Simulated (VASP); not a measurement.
# Pd (Fm-3m) in VASP: a series of runs

Pd is run at these levels: PBEsol; tasks: single point.

All numbers are computed with VASP 6.6.1; they aren't measurements. Logs are shortened: lines on timing, memory, paths and dates and some standing lists are left out, and cuts for length are marked.

## (1) The cell of the first run

Symmetry: Fm-3m, No. 225, cubic system. Conventional cell: a = 3.796 Å, b = 3.796 Å, c = 3.796 Å, α = 90.00°, β = 90.00°, γ = 90.00°. Pd (site symmetry m-3m) has 12 Pd at 2.68 Å within 3.5 Å.

## (2) Single point, PBEsol (volume scaled by 0.94)

File INCAR:

```
SYSTEM = Pd
  ALGO = Normal
  EDIFF = 1E-6
  ENCUT = 520
  GGA = PS
  ISIF = 2
  ISMEAR = 0
  LASPH = .True.
  LCHARG = .False.
  LREAL = .False.
  LWAVE = .False.
  NBANDS = 11
  NELM = 60
  PREC = Accurate
  SIGMA = 0.1
```

File KPOINTS:

```
k-points
0
Gamma
  18 18 18
  0 0 0
```

File POSCAR:

```
Pd
1.0
    0.0000000000      1.8979362205      1.8979362205
    1.8979362205      0.0000000000      1.8979362205
    1.8979362205      1.8979362205      0.0000000000
Pd
1
Direct
    0.0000000000      0.0000000000      0.0000000000
```

Potentials or basis: VASP PAW PBE potentials, release 64 (Pd).

The run is started by

```
$ cat potpaw_PBE.64/Pd/POTCAR > POTCAR
$ mpirun -np 1 vasp_std > vasp.out
```

OUTCAR:

```text
SYSTEM = Pd
   EDIFF = 1E-6
   ENCUT = 520
   GGA = PS
   ISIF = 2
   ISMEAR = 0
   LASPH = .True.
   LREAL = .False.
   NELM = 60
   PREC = Accurate

 ion  position               nearest neighbor table
   1  0.000  0.000  0.000-

  LATTYP: Found a face centered cubic cell.
 ALAT       =     3.7958724410

  Lattice vectors:

 A1 = (   0.0000000000,   1.8979362205,   1.8979362205)
 A2 = (   1.8979362205,   0.0000000000,   1.8979362205)
 A3 = (   1.8979362205,   1.8979362205,   0.0000000000)

Analysis of symmetry for initial positions (statically):
=====================================================================
 Subroutine PRICEL returns:
 Original cell was already a primitive cell.

 Routine SETGRP: Setting up the symmetry group for a
 face centered cubic supercell.

 Subroutine GETGRP returns: Found 48 space group operations
 (whereof 48 operations were pure point group operations)
 out of a pool of 48 trial point group operations.

The static configuration has the point symmetry O_h .

Analysis of symmetry for dynamics (positions and initial velocities):
=====================================================================
 Subroutine PRICEL returns:
 Original cell was already a primitive cell.

 Routine SETGRP: Setting up the symmetry group for a
 face centered cubic supercell.

 Subroutine GETGRP returns: Found 48 space group operations
 (whereof 48 operations were pure point group operations)
 out of a pool of 48 trial point group operations.

The dynamic configuration has the point symmetry O_h .

 Subroutine INISYM returns: Found 48 space group operations
 (whereof 48 operations are pure point group operations),
 and found     1 'primitive' translations

----------------------------------------------------------------------------------------

                                     Primitive cell

  volume of cell :      13.6733

  direct lattice vectors                    reciprocal lattice vectors
     0.000000000  1.897936221  1.897936221    -0.263444048  0.263444048  0.263444048
     1.897936221  0.000000000  1.897936221     0.263444048 -0.263444048  0.263444048
     1.897936221  1.897936221  0.000000000     0.263444048  0.263444048 -0.263444048

  length of vectors
     2.684087144  2.684087144  2.684087144     0.456298475  0.456298475  0.456298475

  position of ions in fractional coordinates (direct lattice)
     0.000000000  0.000000000  0.000000000

  ion indices of the primitive-cell ions
   primitive index   ion index
                 1           1

----------------------------------------------------------------------------------------

 KPOINTS: k-points

Automatic generation of k-mesh.
 Grid dimensions read from file:
 generate k-points for:   18   18   18

 Generating k-lattice:

  Cartesian coordinates                     Fractional coordinates (reciprocal lattice)
    -0.014635780  0.014635780  0.014635780     0.055555556  0.000000000  0.000000000
     0.014635780 -0.014635780  0.014635780     0.000000000  0.055555556  0.000000000
     0.014635780  0.014635780 -0.014635780     0.000000000  0.000000000  0.055555556

  Length of vectors
     0.025349915  0.025349915  0.025349915

  Shift w.r.t. Gamma in fractional coordinates (k-lattice)
     0.000000000  0.000000000  0.000000000

 Subroutine IBZKPT returns following result:
 ===========================================

 Found    195 irreducible k-points:

 Following reciprocal coordinates:
            Coordinates               Weight
  0.000000  0.000000  0.000000      1.000000
  0.055556  0.000000  0.000000      8.000000
  0.111111  0.000000  0.000000      8.000000
  0.166667  0.000000  0.000000      8.000000
  0.222222  0.000000  0.000000      8.000000
  0.277778  0.000000  0.000000      8.000000
[... 16 lines left out ...]
 -0.277778  0.055556  0.000000     24.000000
 -0.222222  0.055556  0.000000     24.000000
 [... further k-points ...]
   k-points           NKPTS =    195   k-points in BZ     NKDIM =    195   number of bands    NBANDS=     11
   number of dos      NEDOS =    301   number of ions     NIONS =      1
   total plane-waves  NPLWV =   8000
   dimension x,y,z NGX =    20 NGY =   20 NGZ =   20
   dimension x,y,z NGXF=    40 NGYF=   40 NGZF=   40
   ions per type =               1
   NGX,Y,Z   is equivalent  to a cutoff of  12.39, 12.39, 12.39 a.u.
   NGXF,Y,Z  is equivalent  to a cutoff of  24.78, 24.78, 24.78 a.u.
 SYSTEM =  Pd
   PREC   = accura    normal or accurate (medium, high low for compatibility)
   ISTART =      0    job   : 0-new  1-cont  2-samecut
   ICHARG =      2    charge: 1-file 2-atom 10-const
   ISPIN  =      1    spin polarized calculation?
   LNONCOLLINEAR =      F non collinear calculations
   LSORBIT =      F    spin-orbit coupling
   LASPH  =      T    aspherical Exc in radial PAW
   ENCUT  =  520.0 eV  38.22 Ry    6.18 a.u.   4.99  4.99  4.99*2*pi/ulx,y,z
   NELM   =     60;   NELMIN=  2; NELMDL= -5     # of ELM steps
   EDIFF  = 0.1E-05   stopping-criterion for ELM
   LREAL  =      F    real-space projection
   EDIFFG = 0.1E-04   stopping-criterion for IOM
   NSW    =      0    number of steps for IOM
   IBRION =     -1    ionic relax: 0-MD 1-quasi-New 2-CG
   NFREE  =      0    steps in history (QN), initial steepest desc. (CG)
   ISIF   =      2    stress and relaxation
   ISYM   =      2    0-nonsym 1-usesym 2-fastsym
   POTIM  = 0.5000    time-step for ionic-motion
   TEBEG  =    0.0;   TEEND  =   0.0 temperature during run
   PSTRESS=    0.0 pullay stress
   NELECT =      10.0000    total number of electrons
   NUPDOWN=      -1.0000    fix difference up-down
   EMIN   =  10.00;   EMAX   =-10.00  energy-range for DOS
   EFERMI =   0.00;   METHOD = LEGACY
   ISMEAR =     0;   SIGMA  =   0.10  broadening in eV -4-tet -1-fermi 0-gaus
   EFERMI_NEDOS =   21; number of points for ismear=-14 and -15
   IALGO  =     38    algorithm
   IMIX   =      4    mixing-type and parameters
     AMIX     =   0.40;   BMIX     =  1.00
     AMIX_MAG =   1.60;   BMIX_MAG =  1.00
  volume/ion in A,a.u.               =      13.67        92.27
  Fermi-wavevector in a.u.,A,eV,Ry     =   1.474970  2.787289 29.599975  2.175537
  Thomas-Fermi vector in A             =   2.589676
   LORBIT       =      0    0 simple, 1 ext, 2 COOP (PROOUT), +10 PAW based schemes
   GGA     = PS    functional components
   LHFCALC =     F    Hartree Fock is set to
   AEXX    =    0.0000 exact exchange contribution
   IVDW    =     0    specifies the selected vdW correction
   LEPSILON=     F    determine dielectric tensor
   LRPA    =     F    only Hartree local field effects (RPA)
 non-spin polarized calculation
 Gauss-broadening in eV      SIGMA  =   0.10
  energy-cutoff  :      520.00
  volume of cell :       13.67
 maximum number of plane-waves:       380
   NGX =  9   NGY =  9   NGZ =  9

 number of electron      10.0000001 magnetization

 Free energy of the ion-electron system (eV)
  ---------------------------------------------------
  ext. energy  EPLUGINS =         0.00000000
  ---------------------------------------------------
  free energy    TOTEN  =        -5.93284515 eV

  energy without entropy =       -5.92236752  energy(sigma->0) =       -5.92760634

 E-fermi :  10.9707     XC(G=0): -13.8564

 val. band max:       10.9623903731   @ k =  -0.3333   0.0556   0.0000
 cond. band min:      10.9714736930   @ k =  -0.4444   0.3889   0.1111
 fundamental gap:      0.0090833199
 Fermi energy:        10.9706802851

 k-point     1 :       0.0000    0.0000    0.0000
  band No.  band energies     occupation
      1       3.1114      2.00000
      2       7.7393      2.00000
      3       7.7393      2.00000
      4       7.7393      2.00000
      5       9.5869      2.00000
      6       9.5869      2.00000
      7      28.0905      0.00000
      8      33.3013      0.00000
      9      33.3013      0.00000
     10      33.3013      0.00000
     11      36.7740      0.00000

 k-point     2 :       0.0556    0.0000    0.0000
  band No.  band energies     occupation
      1       3.2318      2.00000
      2       7.6923      2.00000
      3       7.7835      2.00000
      4       7.7835      2.00000
      5       9.5642      2.00000
      6       9.5642      2.00000
      7      28.2387      0.00000
      8      32.5370      0.00000
      9      33.4559      0.00000
     10      33.4559      0.00000
     11      36.7989      0.00000

 k-point     3 :       0.1111    0.0000    0.0000
  band No.  band energies     occupation
      1       3.5789      2.00000
      2       7.5750      2.00000
      3       7.8989      2.00000
      4       7.8989      2.00000
      5       9.5160      2.00000
      6       9.5160      2.00000
      7      28.6069      0.00000
      8      30.9738      0.00000
      9      33.8998      0.00000
     10      33.8998      0.00000
     11      36.8151      0.00000

 k-point     4 :       0.1667    0.0000    0.0000
  band No.  band energies     occupation
      1       4.0989      2.00000
      2       7.4645      2.00000
      3       8.0285      2.00000
      4       8.0285      2.00000
      5       9.5056      2.00000
      6       9.5056      2.00000
      7      28.6464      0.00000
      8      29.5701      0.00000
      9      34.5664      0.00000
     10      34.5664      0.00000
     11      36.8349      0.00000
[... 239 lines left out ...]
 k-point    22 :      -0.3333    0.0556    0.0000
  band No.  band energies     occupation
      1       5.2121      2.00000
      2       7.8327      2.00000
      3       7.9270      2.00000
      4       8.9444      2.00000
      5      10.1695      2.00000
      6      10.9624      1.09333
      7      22.3934      0.00000
      8      28.3825      0.00000
      9      32.8833      0.00000
     10      35.0017      0.00000
     11      36.7976      0.00000

 k-point    23 :      -0.2778    0.0556    0.0000
  band No.  band energies     occupation
      1       5.1888      2.00000
      2       7.8969      2.00000
      3       8.0542      2.00000
      4       8.1260      2.00000
      5       9.7624      2.00000
      6      10.4458      2.00000
      7      24.4336      0.00000
      8      28.9588      0.00000
      9      33.5973      0.00000
     10      36.6035      0.00000
     11      36.6168      0.00000

 k-point    24 :      -0.2222    0.0556    0.0000
  band No.  band energies     occupation
      1       4.9153      2.00000
      2       7.4733      2.00000
      3       8.1030      2.00000
      4       8.1439      2.00000
      5       9.4355      2.00000
      6      10.0361      2.00000
      7      26.4512      0.00000
      8      29.3985      0.00000
      9      34.0097      0.00000
     10      36.1650      0.00000
     11      36.7169      0.00000

 [... further k-points ...]

------------------------ aborting loop because EDIFF is reached ----------------------------------------

  FORCE on cell =-STRESS in cart. coord.  units (eV):
  Direction    XX          YY          ZZ          XY          YZ          ZX
  --------------------------------------------------------------------------------------
  -------------------------------------------------------------------------------------
  Total        1.2420245      1.2420245      1.2420245      0.0000000      0.0000000     -0.0000000
  in kB      145.5344865    145.5344865    145.5344865      0.0000000      0.0000000     -0.0000000
  external PRESSURE =     145.5344865 kB  Pullay stress =       0.0000000 kB

 VOLUME and BASIS-vectors are now :
 -----------------------------------------------------------------------------
  energy-cutoff  :      520.00
  volume of cell :       13.67
      direct lattice vectors                 reciprocal lattice vectors
     0.000000000  1.897936221  1.897936221    -0.263444048  0.263444048  0.263444048
     1.897936221  0.000000000  1.897936221     0.263444048 -0.263444048  0.263444048
     1.897936221  1.897936221  0.000000000     0.263444048  0.263444048 -0.263444048

 POSITION                                       TOTAL-FORCE (eV/Angst)
 -----------------------------------------------------------------------------------
      0.00000      0.00000      0.00000        -0.000000      0.000000      0.000000
 -----------------------------------------------------------------------------------
    total drift:                                0.000000      0.000000      0.000000

  FREE ENERGIE OF THE ION-ELECTRON SYSTEM (eV)
  ---------------------------------------------------
  free  energy   TOTEN  =        -5.9328451515 eV

  energy  without entropy=       -5.9223675224  energy(sigma->0) =       -5.92760634
```

It took 19 s on 1 thread of Intel Xeon 6975P-C (Granite Rapids), shared host; peak memory 0.14 GiB.

Results:

* Free energy: -5.9328 eV
* Pressure: 14.6 GPa
* Band gap on the k mesh: zero (band 5 reaches 11.31 eV, above the bottom of band 6 at 9.51 eV)

Levels at points of the mesh, in eV from the Fermi level:
```csv
k point,band 2,band 3,band 4,band 5,band 6,band 7,band 8,band 9
"(0.00, 0.00, 0.00)",-3.23,-3.23,-3.23,-1.38,-1.38,17.12,22.33,22.33
"(0.50, 0.00, 0.00)",-3.29,-3.29,-0.02,-0.02,0.74,7.89,16.50,21.73
"(0.50, 0.50, 0.00)",-5.80,-0.04,0.34,0.34,3.24,11.53,13.52,13.52
```

Caveat: the PAW data sets were made with another functional, which shifts forces and pressure a little.

## (3) Single point, PBEsol (volume scaled by 0.97)

File INCAR:

```
ALGO     = Normal         # electronic algorithm
EDIFF    = 1E-6           # SCF threshold, eV
ENCUT    = 520            # plane-wave cutoff, eV
GGA      = PS             # functional
ISIF     = 2              # what is computed and relaxed
ISMEAR   = 0              # smearing method
LASPH    = True           # aspherical terms in the spheres
LCHARG   = True           # write CHGCAR
LELF     = True           # ELF
LREAL    = False          # projectors in reciprocal space
LVHAR    = True         
LWAVE    = False          # write WAVECAR
NBANDS   = 11             # bands
NELM     = 100            # most SCF steps
PREC     = Accurate       # precision mode
SIGMA    = 0.1            # smearing width, eV
```

File KPOINTS:

```
k-points
0
Gamma
  18 18 18
```

File POSCAR:

```
Pd
1.0
    0.0000000000      1.9179159648      1.9179159648
    1.9179159648      0.0000000000      1.9179159648
    1.9179159648      1.9179159648      0.0000000000
Pd
1
Direct
    0.0000000000      0.0000000000      0.0000000000
```

Potentials or basis: VASP PAW PBE potentials, release 64 (Pd).

The run is started by

```
$ cat potpaw_PBE.64/Pd/POTCAR > POTCAR
$ mpirun -np 1 vasp_std > vasp.out
```

Wall time 20 s (1 thread of Intel Xeon 6975P-C (Granite Rapids), shared host); peak memory 0.14 GiB.

Results (log left out):

```
Free energy            : -5.9613 eV
Pressure               : 6.4 GPa
Band gap on the k mesh : zero (band 5 reaches 10.72 eV, above the bottom of band 6 at 9.01 eV)
```

Levels at points of the mesh, in eV from the Fermi level:
| k point | band 2 | band 3 | band 4 | band 5 | band 6 | band 7 | band 8 | band 9 |
| --- | --- | --- | --- | --- | --- | --- | --- | --- |
| (0.00, 0.00, 0.00) | -3.07 | -3.07 | -3.07 | -1.31 | -1.31 | 17.13 | 22.16 | 22.16 |
| (0.50, 0.00, 0.00) | -3.12 | -3.12 | -0.02 | -0.02 | 0.82 | 7.62 | 16.50 | 21.44 |
| (0.50, 0.50, 0.00) | -5.51 | -0.04 | 0.32 | 0.32 | 3.24 | 11.18 | 13.35 | 13.35 |

Caveat: the PAW data sets were made with another functional, which shifts forces and pressure a little.

(Continued in part 2 of 2.)
